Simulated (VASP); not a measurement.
# SnSe2 (P-3m1) in VASP: single point with PBE+D3(BJ)

Aim: the single point of SnSe2 with PBE+D3(BJ).

Program: VASP 6.6.1. These are calculated values, not measurements. Logs are shortened: lines on timing, memory, paths and dates and some standing lists are left out, and cuts for length are marked.

**1. The cell of the first run**

The structure is trigonal, space group P-3m1 (No. 164). The conventional cell has a = 3.674 Å, b = 3.674 Å, c = 5.261 Å, α = 90.00°, β = 90.00°, γ = 120.00°. Within 3.5 Å of Sn (site symmetry -3m) lie 6 Se at 2.65 Å. Within 3.5 Å of Se (site symmetry 3m) lie 3 Sn at 2.65 Å and 3 Se at 2.97 Å.

**2. Single point, PBE+D3(BJ)**

INCAR reads:

```
PREC = Accurate ; ENCUT = 520
EDIFF = 1E-7 ; ISMEAR = 0
SIGMA = 0.05 ; LREAL = F
LASPH = T ; NELM = 100
ALGO = Fast ; ISIF = 2
LWAVE = F ; LCHARG = F
GGA = PE ; IVDW = 12
NBANDS = 20
```

KPOINTS reads:

```
regular mesh
0
Gamma
  18 18 10
```

POSCAR reads:

```
SnSe2
1.0
    3.6741063966      0.0000000000      0.0000000000
   -1.8370531983      3.1818694757      0.0000000000
    0.0000000000      0.0000000000      5.2613590782
Sn Se
1 2
Direct
    0.0000000000      0.0000000000      0.0000000000
    0.3333333333      0.6666666667      0.3020833435
    0.6666666667      0.3333333333      0.6979166565
```

Potentials or basis: VASP PAW PBE potentials, release 64 (Sn_d, Se).

Launch:

```sh
cat potpaw_PBE.64/Sn_d/POTCAR potpaw_PBE.64/Se/POTCAR > POTCAR
mpirun -np 1 vasp_std > vasp.out
```

OUTCAR:

```text
PREC = Accurate
   ENCUT = 520
   EDIFF = 1E-7
   ISMEAR = 0
   LREAL = F
   LASPH = T
   NELM = 100
   ISIF = 2
   GGA = PE
   IVDW = 12
 IVDW          = 12

 ion  position               nearest neighbor table
   1  0.000  0.000  0.000-   2 2.65   3 2.65   3 2.65   2 2.65   3 2.65   2 2.65
   2  0.333  0.667  0.302-   1 2.65   1 2.65   1 2.65
   3  0.667  0.333  0.698-   1 2.65   1 2.65   1 2.65

  LATTYP: Found a hexagonal cell.
 ALAT       =     3.6741063966
 C/A-ratio  =     1.4320105381

  Lattice vectors:

 A1 = (   3.6741063966,   0.0000000000,   0.0000000000)
 A2 = (  -1.8370531983,   3.1818694757,   0.0000000000)
 A3 = (   0.0000000000,   0.0000000000,   5.2613590782)

Analysis of symmetry for initial positions (statically):
=====================================================================
 Subroutine PRICEL returns:
 Original cell was already a primitive cell.

 Routine SETGRP: Setting up the symmetry group for a
 hexagonal supercell.

 Subroutine GETGRP returns: Found 12 space group operations
 (whereof 12 operations were pure point group operations)
 out of a pool of 24 trial point group operations.

The static configuration has the point symmetry D_3d.

Analysis of symmetry for dynamics (positions and initial velocities):
=====================================================================
 Subroutine PRICEL returns:
 Original cell was already a primitive cell.

 Routine SETGRP: Setting up the symmetry group for a
 hexagonal supercell.

 Subroutine GETGRP returns: Found 12 space group operations
 (whereof 12 operations were pure point group operations)
 out of a pool of 24 trial point group operations.

The dynamic configuration has the point symmetry D_3d.

 Subroutine INISYM returns: Found 12 space group operations
 (whereof 12 operations are pure point group operations),
 and found     1 'primitive' translations

----------------------------------------------------------------------------------------

                                     Primitive cell

  volume of cell :      61.5081

  direct lattice vectors                    reciprocal lattice vectors
     3.674106397  0.000000000  0.000000000     0.272175025  0.157140324  0.000000000
    -1.837053198  3.181869476  0.000000000     0.000000000  0.314280648  0.000000000
     0.000000000  0.000000000  5.261359078     0.000000000  0.000000000  0.190064959

  length of vectors
     3.674106397  3.674106397  5.261359078     0.314280648  0.314280648  0.190064959

  position of ions in fractional coordinates (direct lattice)
[... 81 lines left out ...]
   EDIFF  = 0.1E-06   stopping-criterion for ELM
   LREAL  =      F    real-space projection
   EDIFFG = 0.1E-05   stopping-criterion for IOM
   NSW    =      0    number of steps for IOM
   IBRION =     -1    ionic relax: 0-MD 1-quasi-New 2-CG
   NFREE  =      0    steps in history (QN), initial steepest desc. (CG)
   ISIF   =      2    stress and relaxation
   ISYM   =      2    0-nonsym 1-usesym 2-fastsym
   POTIM  = 0.5000    time-step for ionic-motion
   TEBEG  =    0.0;   TEEND  =   0.0 temperature during run
   PSTRESS=    0.0 pullay stress
   NELECT =      26.0000    total number of electrons
   NUPDOWN=      -1.0000    fix difference up-down
   EMIN   =  10.00;   EMAX   =-10.00  energy-range for DOS
   EFERMI =   0.00;   METHOD = LEGACY
   ISMEAR =     0;   SIGMA  =   0.05  broadening in eV -4-tet -1-fermi 0-gaus
   EFERMI_NEDOS =   21; number of points for ismear=-14 and -15
   IALGO  =     68    algorithm
   IMIX   =      4    mixing-type and parameters
     AMIX     =   0.40;   BMIX     =  1.00
     AMIX_MAG =   1.60;   BMIX_MAG =  1.00
  volume/ion in A,a.u.               =      20.50       138.36
  Fermi-wavevector in a.u.,A,eV,Ry     =   1.228632  2.321778 20.538503  1.509537
  Thomas-Fermi vector in A             =   2.363550
   LORBIT       =      0    0 simple, 1 ext, 2 COOP (PROOUT), +10 PAW based schemes
   GGA     = PE    functional components
   LHFCALC =     F    Hartree Fock is set to
   AEXX    =    0.0000 exact exchange contribution
   IVDW    =    12    specifies the selected vdW correction
   LEPSILON=     F    determine dielectric tensor
   LRPA    =     F    only Hartree local field effects (RPA)
 non-spin polarized calculation
 RMM-DIIS sequential band-by-band and
 Gauss-broadening in eV      SIGMA  =   0.05
  energy-cutoff  :      520.00
  volume of cell :       61.51
 maximum number of plane-waves:      1674
   NGX = 13   NGY = 13   NGZ = 19

 number of electron      26.0000009 magnetization

 Free energy of the ion-electron system (eV)
  ---------------------------------------------------
  ext. energy  EPLUGINS =         0.00000000
  ---------------------------------------------------
  free energy    TOTEN  =       -10.98549034 eV

  energy without entropy =      -10.98466684  energy(sigma->0) =      -10.98507859

 E-fermi :   7.5967     XC(G=0): -10.7262

 val. band max:        7.5919773851   @ k =   0.1111   0.1111   0.1000
 cond. band min:       7.6045165018   @ k =   0.0000   0.2778   0.3000
 fundamental gap:      0.0125391167
 Fermi energy:         7.5967022288

 k-point     1 :       0.0000    0.0000    0.0000
  band No.  band energies     occupation
      1     -14.3305      2.00000
      2     -14.3305      2.00000
      3     -14.2821      2.00000
      4     -14.2594      2.00000
      5     -14.2594      2.00000
      6      -8.2299      2.00000
[... 541 lines left out ...]
     19      17.0991      0.00000
     20      19.5508      0.00000

 [... further k-points ...]

------------------------ aborting loop because EDIFF is reached ----------------------------------------

 Edisp (eV)   -1.37591

 E8    (eV) :    -0.6024

  FORCE on cell =-STRESS in cart. coord.  units (eV):
  Direction    XX          YY          ZZ          XY          YZ          ZX
  --------------------------------------------------------------------------------------
  -------------------------------------------------------------------------------------
  Total       5.81469     5.81469     5.82490     0.00000     0.00000     0.00000
  in kB     151.46254   151.46254   151.72838     0.00000     0.00000     0.00000
  external pressure =      151.55 kB  Pullay stress =        0.00 kB

 VOLUME and BASIS-vectors are now :
 -----------------------------------------------------------------------------
  energy-cutoff  :      520.00
  volume of cell :       61.51
      direct lattice vectors                 reciprocal lattice vectors
     3.674106397  0.000000000  0.000000000     0.272175025  0.157140324  0.000000000
    -1.837053198  3.181869476  0.000000000     0.000000000  0.314280648  0.000000000
     0.000000000  0.000000000  5.261359078     0.000000000  0.000000000  0.190064959

 POSITION                                       TOTAL-FORCE (eV/Angst)
 -----------------------------------------------------------------------------------
      0.00000      0.00000      0.00000         0.000000      0.000000      0.000000
     -0.00000      2.12125      1.58937        -0.000000      0.000000      0.024123
      1.83705      1.06062      3.67199         0.000000     -0.000000     -0.024123
 -----------------------------------------------------------------------------------
    total drift:                               -0.000000      0.000000     -0.000000

  FREE ENERGIE OF THE ION-ELECTRON SYSTEM (eV)
  ---------------------------------------------------
  free  energy   TOTEN  =       -12.3614009990 eV

  energy  without entropy=      -12.3605774894  energy(sigma->0) =      -12.36098924
```

stdout:

```text
POSCAR found type information on POSCAR SnSe
 POSCAR found :  2 types and       3 ions
 scaLAPACK will be used
 LDA part: xc-table for (Slater+PW92), standard interpolation
 POSCAR, INCAR and KPOINTS ok, starting setup
 FFT: planning ... GRIDC
[... 17 lines left out ...]
 num prob  num prob  num prob  num prob  num prob  num prob WARNING in EDDRMM: call to ZHEGV failed, returncode =   8  4     19
 num prob  num prob WARNING in EDDRMM: call to ZHEGV failed, returncode =   8  4     16
 num prob  num prob  num prob  num prob  num prob WARNING in EDDRMM: call to ZHEGV failed, returncode =   8  4     18
 num prob  num prob  num prob  num prob  num prob WARNING in EDDRMM: call to ZHEGV failed, returncode =   6  3     19
 num prob WARNING in EDDRMM: call to ZHEGV failed, returncode =   8  4     18
 num prob WARNING in EDDRMM: call to ZHEGV failed, returncode =   8  4     18
```

It took 2.8 min on 1 thread of Intel Xeon 6975P-C (Granite Rapids), shared host; peak memory 0.49 GiB.

Results:

```yaml
Free_energy: -12.3614 eV
Pressure: 15.2 GPa
Largest_force: 0.024 eV/Å
Band_gap_on_the_k_mesh: zero (bands 13 and 14 overlap by 1.07 eV)
Dispersion_energy_per_atom: -0.459 eV
```

Forces on the atoms (eV/Å):
```
Sn   0.000  0.000  0.000
Se   0.000  0.000  0.024
Se   0.000  0.000 -0.024
```

Caveat: the cell stands under pressure; spin-orbit coupling is left out, which moves the levels of the heavy elements.
